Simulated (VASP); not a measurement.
A run of VASP 6.6.1 is set up as follows.

The input INCAR:

```
SYSTEM = Fe
PREC     = Accurate       ! precision mode
ENCUT    = 600            ! plane-wave cutoff, eV
EDIFF    = 1E-6           ! SCF threshold, eV
ISMEAR   = 0              ! smearing method
SIGMA    = 0.1            ! smearing width, eV
LREAL    = .FALSE.        ! projectors in reciprocal space
LASPH    = .TRUE.         ! aspherical terms in the spheres
NELM     = 200            ! most SCF steps
ALGO     = Normal         ! electronic algorithm
ISIF     = 2              ! what is computed and relaxed
LWAVE    = .FALSE.        ! write WAVECAR
LCHARG   = .TRUE.         ! write CHGCAR
ISPIN    = 2              ! spin polarisation
MAGMOM   = 4              ! initial moments
LORBIT   = 11             ! projections on sites
LMAXMIX  = 4              ! l up to which the mixer works
GGA      = RE             ! functional
LELF     = .TRUE.         ! ELF
LVHAR    = .TRUE.       
NBANDS   = 14             ! bands
GGA_COMPAT= .FALSE.
```

File KPOINTS:

```
Automatic mesh
0
G
  8 8 8
  0 0 0
```

File POSCAR:

```
Fe
1.0
   -1.4315177495      1.4315177495      1.4315177495
    1.4315177495     -1.4315177495      1.4315177495
    1.4315177495      1.4315177495     -1.4315177495
Fe
1
Direct
    0.0000000000      0.0000000000      0.0000000000
```

Potentials or basis: VASP PAW PBE potentials, release 64 (Fe).

Command:

```console
$ cat potpaw_PBE.64/Fe/POTCAR > POTCAR
$ mpirun -np 1 vasp_std > vasp.out
```

Problem. Estimate the pressure.

Solution. 0.5 GPa.

Problem. Predict the site moments.

Solution. Fe +2.36 μB.

Problem. Predict the net moment.

Solution. 2.35 μB per cell.

Caveat: the k points lie up to 0.39 Å⁻¹ apart; the PAW data sets were made with another functional, which shifts forces and pressure a little.
